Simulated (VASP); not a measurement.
A run of VASP 6.6.1 is set up as follows.

INCAR

```
SYSTEM = Ti4Al
PREC     = Accurate       ! precision mode
ENCUT    = 520            ! plane-wave cutoff, eV
EDIFF    = 1E-6           ! SCF threshold, eV
ISMEAR   = -1             ! smearing method
SIGMA    = 0.087          ! smearing width, eV
LREAL    = Auto         
LASPH    = .True.         ! aspherical terms in the spheres
NELM     = 60             ! most SCF steps
ALGO     = Normal         ! electronic algorithm
ISIF     = 2              ! what is computed and relaxed
LWAVE    = .False.        ! write WAVECAR
LCHARG   = .False.        ! write CHGCAR
GGA      = PE             ! functional
NBANDS   = 118            ! bands
ISYM     = 0
```

Contents of KPOINTS:

```
Automatic mesh
0
Gamma
  1 1 1
  0.25 0.25 0.25
```

POSCAR

```
Ti4Al
1.0
    7.4031320000      0.0101080000     -0.1346870000
    0.0101080000      7.0902150000     -0.0499130000
   -0.1346870000     -0.0499130000      7.0297780000
Ti Al
16 4
Direct
    0.8610446622      0.0198528668      0.3530850389
    0.5118190860      0.8968432995      0.5840619031
    0.3716229208      0.2554729921      0.8184001258
    0.0492153805      0.3844572964      0.4265894441
    0.6750657913      0.2740350041      0.1162555198
    0.2988894462      0.4819909551      0.1361303497
    0.4783001024      0.4746478126      0.5064151247
    0.9581609868      0.7073359884      0.1058306663
    0.6996882160      0.2229599547      0.6331709916
    0.7159251790      0.9380418737      0.8980252717
    0.8177519204      0.6946811961      0.5648002221
    0.3165797776      0.1227484223      0.3860255505
    0.3540481468      0.8983321914      0.0621701194
    0.0826822938      0.0380262210      0.7061654341
    0.5986816376      0.5893323155      0.8801974938
    0.2286636476      0.6749099312      0.8084236515
   -0.0307692954      0.4094106064      0.8372609615
    0.1688213489      0.7821352915      0.4246553390
    0.6349292926      0.7159047031      0.2512397508
    0.0488437677      0.1558747872      0.0770634291
```

Potentials or basis: VASP PAW PBE potentials, release 64 (Ti_sv, Al).

Launch:

```bash
$ cat potpaw_PBE.64/Ti_sv/POTCAR potpaw_PBE.64/Al/POTCAR > POTCAR
$ mpirun -np 1 vasp_std > vasp.out
```

Predict the pressure.

-4.3 GPa.

Predict the band gap on the k mesh.

0.06 eV.

Stress tensor (GPa, compression positive):
```
-5.79 -0.11  2.31
-0.11 -4.04 -0.47
 2.31 -0.47 -3.08
```

Caveat: the k points lie up to 0.89 Å⁻¹ apart.
